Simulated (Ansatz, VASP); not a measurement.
Rh in VASP and in Ansatz

INCAR

```
ALGO     = Normal         # electronic algorithm
EDIFF    = 1E-7           # SCF threshold, eV
ENCUT    = 520            # plane-wave cutoff, eV
GGA      = PE             # functional
GGA_COMPAT= F            
ISIF     = 2              # what is computed and relaxed
ISMEAR   = -1             # smearing method
LASPH    = T              # aspherical terms in the spheres
LCHARG   = F              # write CHGCAR
LMAXMIX  = 4              # l up to which the mixer works
LORBIT   = 11             # projections on sites
LORBMOM  = T            
LREAL    = F              # projectors in reciprocal space
LSORBIT  = T              # spin-orbit coupling
LWAVE    = F              # write WAVECAR
MAGMOM   = 0 0 1          # initial moments
NBANDS   = 26             # bands
NELM     = 150            # most SCF steps
PREC     = Accurate       # precision mode
SIGMA    = 0.05           # smearing width, eV
```

KPOINTS

```
k-points
0
Gamma
  14 14 14
```

File POSCAR:

```
Rh
1.0
    0.0000000000      1.9152218606      1.9152218606
    1.9152218606      0.0000000000      1.9152218606
    1.9152218606      1.9152218606      0.0000000000
Rh
1
Direct
    0.0000000000      0.0000000000      0.0000000000
```

Input for Ansatz:

```yaml
crystal:
  lattice:
    - [0.0, 1.9152218604, 1.9152218604]
    - [1.9152218604, 0.0, 1.9152218604]
    - [1.9152218604, 1.9152218604, 0.0]
  atoms:
    - { symbol: Rh, position: [0.0, 0.0, 0.0], spin: 1.0, spin_axis: [0, 0, 1] }
hamiltonian:
  xc: pbe
  pseudopotentials:
    kind: paw_fr
    azcp:
      Rh: "pseudopotentials/Rh.paw.azcp"
basis:
  ecutwfc: 420
  fft_grid_basis: typed
kpoints:
  mp_grid: { grid: [14, 14, 14], shift: [0, 0, 0] }
magnetization:
  noncollinear: true
  spin_orbit: true
scf:
  occupations: { method: fermi_dirac, width: 0.05 }
```

Alike in both runs: task single point; functional PBE; k mesh 14 × 14 × 14; occupations fermi-dirac, width 0.05 eV; non-collinear spin, spin-orbit coupling.

```csv
,VASP,Ansatz
version,VASP 6.6.1,Ansatz 0.2.0
potentials or method,"VASP PAW PBE potentials, release 64 (Rh_pv), cutoff 520 eV","plane waves (420 eV) with PAW, fully relativistic with spin-orbit coupling"
valence electrons in the cell,15,17
```

```tsv
	VASP	Ansatz	Ansatz less VASP
net moment per atom (μB)	0.00	0.00	0.000
```

VASP's potentials hold 15 valence electrons a cell and Ansatz's 17, so a difference there can come from the potentials and not from the codes. Ansatz's warnings: seeded moment not kept.
